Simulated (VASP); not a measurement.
Crystal: Be2CdS2.

```
CELL_PARAMETERS angstrom
4.00920 0.00000 0.00000
-2.00460 3.47207 0.00000
0.00000 0.00000 6.97493
ATOMIC_POSITIONS crystal
Be 0.66667 0.33333 0.22640
Be 0.66667 0.33333 0.77360
Cd 0.00000 0.00000 0.50000
S 0.00000 0.00000 0.00000
S 0.33333 0.66667 0.50000
```

```yaml
Program: VASP 6.6.1
Task: relaxation of cell and atoms
Functional: PBE
Potentials_or_basis: VASP PAW PBE potentials, release 64 (Be, Cd, S)
Cutoff: 600 eV
k_mesh: 6 × 6 × 4
Occupations: gaussian, width 0.1 eV
Spin: no spin polarisation
```

At the start: pressure 1.1 GPa; volume 19.42 Å³/atom.

**Question.** How do energy, volume and symmetry change on relaxing?

**Answer.** Over 18 steps the energy falls by 210.8 meV/atom and the volume is 17.84 Å³/atom (-8.1 %); space group P-6m2 (No. 187, to 0.05 Å).

Step by step:
```
step  energy change (eV)  largest force (eV/Å)  pressure (GPa)  volume (Å³)
   1              0.0000                1.4186            1.07        97.09
   2             -0.4769                0.8883           -2.01        98.70
   3             -0.7233                0.6788           -4.57       100.08
   4             -0.4778                2.0553           -3.80       100.38
   5             -0.7582                0.5231           -5.13       100.37
   6             -0.8247                0.3465           -5.65       100.63
   7             -0.8995                1.3557            2.68        87.42
   8             -1.0149                0.3461           -1.55        92.59
   9             -1.0449                0.0389           -0.33        90.38
  10             -1.0450                0.0263           -0.26        90.27
  11             -1.0464                0.0643            0.06        89.78
  12             -1.0467                0.0892            0.26        89.46
  13             -1.0477                0.0920            0.22        89.46
  14             -1.0500                0.1010            0.09        89.45
  15             -1.0508                0.1228           -0.12        89.39
  16             -1.0511                0.1148           -0.05        89.41
  17             -1.0528                0.0683           -0.09        89.32
  18             -1.0540                0.0098           -0.12        89.19
```

Final structure:
```xyz
5
Lattice="4.3824 0.0000 0.0000 -2.1912 3.7953 0.0000 0.0000 0.0000 5.3622" Properties=species:S:1:pos:R:3 pbc="T T T"
Be    2.1912    1.2651    1.0968
Be    2.1912    1.2651    4.2654
Cd    0.0000    0.0000    2.6811
S     0.0000    0.0000    0.0000
S     0.0000    2.5302    2.6811
```
